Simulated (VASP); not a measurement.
A run of VASP 6.6.1 is set up as follows.

Contents of INCAR:

```
SYSTEM = CdF2
ALGO = Normal ; EDIFF = 1E-7
ENCUT = 520 ; GGA = PS
ISIF = 2 ; ISMEAR = 0
LASPH = .TRUE. ; LCHARG = .FALSE.
LREAL = .FALSE. ; LWAVE = .FALSE.
NBANDS = 20 ; NELM = 60
PREC = Accurate ; SIGMA = 0.05
```

Contents of KPOINTS:

```
k-points
0
G
  12 12 12
  0 0 0
```

Contents of POSCAR:

```
CdF2
1.0
    0.0000000000      2.6939990179      2.6939990179
    2.6939990179      0.0000000000      2.6939990179
    2.6939990179      2.6939990179      0.0000000000
Cd F
1 2
Direct
    0.0000000000      0.0000000000      0.0000000000
    0.2500000000      0.2500000000      0.2500000000
    0.7500000000      0.7500000000      0.7500000000
```

Potentials or basis: VASP PAW PBE potentials, release 64 (Cd, F).

Run with:

```bash
$ cat potpaw_PBE.64/Cd/POTCAR potpaw_PBE.64/F/POTCAR > POTCAR
$ mpirun -np 1 vasp_std > vasp.out
```

Q: What does it give for the band gap on the k mesh?

A: 2.90 eV (least direct gap 3.39 eV).

Q: What does it give for the pressure?

A: 0.5 GPa.

Caveat: the PAW data sets were made with another functional, which shifts forces and pressure a little. A k mesh can miss the band edges.
